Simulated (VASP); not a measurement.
# NaI2 (R-3m) in VASP: single point with PBE

Aim: the single point of NaI2 with PBE.

Program: VASP 6.6.1. These are calculated values, not measurements. Logs are shortened: lines on timing, memory, paths and dates and some standing lists are left out, and cuts for length are marked.

### Step 1. The cell of the first run

The typed cell holds 3 atoms: a = 5.483 Å, b = 5.483 Å, c = 5.483 Å, α = 60.04°, β = 60.04°, γ = 60.04°.

### Step 2. Single point, PBE

The input, INCAR:

```
SYSTEM = NaI2
PREC = Accurate
ENCUT = 520
EDIFF = 1E-6
ISMEAR = 0
SIGMA = 0.1
LREAL = .False.
LASPH = .True.
NELM = 100
ALGO = Normal
ISIF = 2
LWAVE = .False.
LCHARG = .True.
GGA = PE
LELF = .True.
LVHAR = .True.
NBANDS = 18
```

The input, KPOINTS:

```
regular mesh
0
Gamma
  12 12 12
  0 0 0
```

The input, POSCAR:

```
NaI2
1.0
    2.7432340436      1.5838069135      4.4760328490
   -2.7432340436      1.5838069135      4.4760328490
    0.0000000000     -3.1676138270      4.4760328489
Na I
1 2
Direct
    0.0000000000      0.0000000000      0.0000000000
    0.7500195687      0.7500195687      0.7500195687
    0.2499804313      0.2499804313      0.2499804313
```

Potentials or basis: VASP PAW PBE potentials, release 64 (Na_pv, I).

The run is started by

```sh
$ cat potpaw_PBE.64/Na_pv/POTCAR potpaw_PBE.64/I/POTCAR > POTCAR
$ mpirun -np 1 vasp_std > vasp.out
```

OUTCAR:

```text
SYSTEM = NaI2
   PREC = Accurate
   ENCUT = 520
   EDIFF = 1E-6
   ISMEAR = 0
   LREAL = .False.
   LASPH = .True.
   NELM = 100
   ISIF = 2
   GGA = PE

 ion  position               nearest neighbor table
   1  0.000  0.000  0.000-
   2  0.750  0.750  0.750-
   3  0.250  0.250  0.250-

  LATTYP: Found a trigonal (rhomboedric) cell.
 ALAT       =     5.4834886179
 COS(alpha) =     0.4994564995

  Lattice vectors:

 A1 = (   2.7432340436,   1.5838069135,   4.4760328490)
 A2 = (  -2.7432340436,   1.5838069135,   4.4760328490)
 A3 = (   0.0000000000,  -3.1676138270,   4.4760328489)

Analysis of symmetry for initial positions (statically):
=====================================================================
 Subroutine PRICEL returns:
 Original cell was already a primitive cell.

 Routine SETGRP: Setting up the symmetry group for a
 trigonal (rhombohedral) supercell.

 Subroutine GETGRP returns: Found 12 space group operations
 (whereof 12 operations were pure point group operations)
 out of a pool of 12 trial point group operations.

The static configuration has the point symmetry D_3d.

Analysis of symmetry for dynamics (positions and initial velocities):
=====================================================================
 Subroutine PRICEL returns:
 Original cell was already a primitive cell.

 Routine SETGRP: Setting up the symmetry group for a
 trigonal (rhombohedral) supercell.

 Subroutine GETGRP returns: Found 12 space group operations
 (whereof 12 operations were pure point group operations)
 out of a pool of 12 trial point group operations.

The dynamic configuration has the point symmetry D_3d.

 Subroutine INISYM returns: Found 12 space group operations
 (whereof 12 operations are pure point group operations),
 and found     1 'primitive' translations

----------------------------------------------------------------------------------------

                                     Primitive cell

  volume of cell :     116.6835

  direct lattice vectors                    reciprocal lattice vectors
     2.743234044  1.583806913  4.476032849     0.182266621  0.105231683  0.074470708
    -2.743234044  1.583806913  4.476032849    -0.182266621  0.105231683  0.074470708
     0.000000000 -3.167613827  4.476032849     0.000000000 -0.210463366  0.074470708

  length of vectors
     5.483488618  5.483488618  5.483488618     0.223250340  0.223250340  0.223250340

  position of ions in fractional coordinates (direct lattice)
[... 81 lines left out ...]
   EDIFF  = 0.1E-05   stopping-criterion for ELM
   LREAL  =      F    real-space projection
   EDIFFG = 0.1E-04   stopping-criterion for IOM
   NSW    =      0    number of steps for IOM
   IBRION =     -1    ionic relax: 0-MD 1-quasi-New 2-CG
   NFREE  =      0    steps in history (QN), initial steepest desc. (CG)
   ISIF   =      2    stress and relaxation
   ISYM   =      2    0-nonsym 1-usesym 2-fastsym
   POTIM  = 0.5000    time-step for ionic-motion
   TEBEG  =    0.0;   TEEND  =   0.0 temperature during run
   PSTRESS=    0.0 pullay stress
   NELECT =      21.0000    total number of electrons
   NUPDOWN=      -1.0000    fix difference up-down
   EMIN   =  10.00;   EMAX   =-10.00  energy-range for DOS
   EFERMI =   0.00;   METHOD = LEGACY
   ISMEAR =     0;   SIGMA  =   0.10  broadening in eV -4-tet -1-fermi 0-gaus
   EFERMI_NEDOS =   21; number of points for ismear=-14 and -15
   IALGO  =     38    algorithm
   IMIX   =      4    mixing-type and parameters
     AMIX     =   0.40;   BMIX     =  1.00
     AMIX_MAG =   1.60;   BMIX_MAG =  1.00
  volume/ion in A,a.u.               =      38.89       262.47
  Fermi-wavevector in a.u.,A,eV,Ry     =   0.924297  1.746667 11.623788  0.854324
  Thomas-Fermi vector in A             =   2.050027
   LORBIT       =      0    0 simple, 1 ext, 2 COOP (PROOUT), +10 PAW based schemes
   GGA     = PE    functional components
   LHFCALC =     F    Hartree Fock is set to
   AEXX    =    0.0000 exact exchange contribution
   IVDW    =     0    specifies the selected vdW correction
   LEPSILON=     F    determine dielectric tensor
   LRPA    =     F    only Hartree local field effects (RPA)
 non-spin polarized calculation
 Gauss-broadening in eV      SIGMA  =   0.10
  energy-cutoff  :      520.00
  volume of cell :      116.68
 maximum number of plane-waves:      3166
 NGX is ok and might be reduce to    42
   NGX = 21   NGY = 21   NGZ = 21

 number of electron      21.0000008 magnetization

 Free energy of the ion-electron system (eV)
  ---------------------------------------------------
  ext. energy  EPLUGINS =         0.00000000
  ---------------------------------------------------
  free energy    TOTEN  =        -6.20206693 eV

  energy without entropy =       -6.18002949  energy(sigma->0) =       -6.19104821

 E-fermi :   1.3395     XC(G=0):  -7.5805

 val. band max:        1.3393331520   @ k =  -0.3333   0.2500   0.2500
 cond. band min:       1.3409784927   @ k =  -0.3333   0.4167   0.2500
 fundamental gap:      0.0016453406
 Fermi energy:         1.3394859669

 k-point     1 :       0.0000    0.0000    0.0000
  band No.  band energies     occupation
      1     -21.7468      2.00000
      2     -21.7468      2.00000
      3     -21.7467      2.00000
      4     -10.6362      2.00000
      5      -9.5327      2.00000
      6      -0.6265      2.00000
[... 481 lines left out ...]
      5     -10.0500      2.00000
      6      -1.0796      2.00000
[... 10 lines left out ...]
     17      10.1752      0.00000
     18      10.6683      0.00000

 [... further k-points ...]

------------------------ aborting loop because EDIFF is reached ----------------------------------------

  FORCE on cell =-STRESS in cart. coord.  units (eV):
  Direction    XX          YY          ZZ          XY          YZ          ZX
  --------------------------------------------------------------------------------------
  -------------------------------------------------------------------------------------
  Total       -0.0024864     -0.0024864      0.0019183      0.0000000     -0.0000000      0.0000000
  in kB       -0.0341406     -0.0341406      0.0263402      0.0000000     -0.0000000      0.0000000
  external PRESSURE =      -0.0139803 kB  Pullay stress =       0.0000000 kB

 VOLUME and BASIS-vectors are now :
 -----------------------------------------------------------------------------
  energy-cutoff  :      520.00
  volume of cell :      116.68
      direct lattice vectors                 reciprocal lattice vectors
     2.743234044  1.583806913  4.476032849     0.182266621  0.105231683  0.074470708
    -2.743234044  1.583806913  4.476032849    -0.182266621  0.105231683  0.074470708
     0.000000000 -3.167613827  4.476032849     0.000000000 -0.210463366  0.074470708

 POSITION                                       TOTAL-FORCE (eV/Angst)
 -----------------------------------------------------------------------------------
      0.00000      0.00000      0.00000         0.000000     -0.000000      0.000000
      0.00000      0.00000     10.07134         0.000000     -0.000000     -0.001307
      0.00000      0.00000      3.35676         0.000000      0.000000      0.001307
 -----------------------------------------------------------------------------------
    total drift:                                0.000000     -0.000000      0.000000

  FREE ENERGIE OF THE ION-ELECTRON SYSTEM (eV)
  ---------------------------------------------------
  free  energy   TOTEN  =        -6.2020669253 eV

  energy  without entropy=       -6.1800294851  energy(sigma->0) =       -6.19104821
```

It took 4.8 min on 1 thread of Intel Xeon Platinum 8259CL at 2.50GHz (Skylake/Cascade Lake), shared host; peak memory 0.51 GiB.

What came out:

```yaml
Free_energy: -6.2021 eV
Pressure: 0.0 GPa
Band_gap_on_the_k_mesh: zero (an odd number of electrons rules out a gap without spin polarisation)
```

Levels at points of the mesh, in eV from the Fermi level:
```csv
k point,band 8,band 9,band 10,band 11,band 12,band 13,band 14,band 15
"(0.00, 0.00, 0.00)",-1.96,-0.30,-0.29,-0.29,3.86,5.39,5.39,5.40
"(0.50, 0.00, 0.00)",-1.39,-1.39,-1.35,-1.35,5.79,6.78,7.50,7.51
"(0.50, 0.50, 0.00)",-2.47,0.07,0.07,0.42,4.02,6.12,7.73,8.10
"(0.50, 0.50, 0.50)",-1.39,-1.39,-1.35,-1.35,5.79,6.78,7.51,7.51
```

Caveat: spin-orbit coupling is left out, which moves the levels of the heavy elements; an odd number of electrons without spin polarisation forces a metal; a magnetic or distorted state may lie lower.
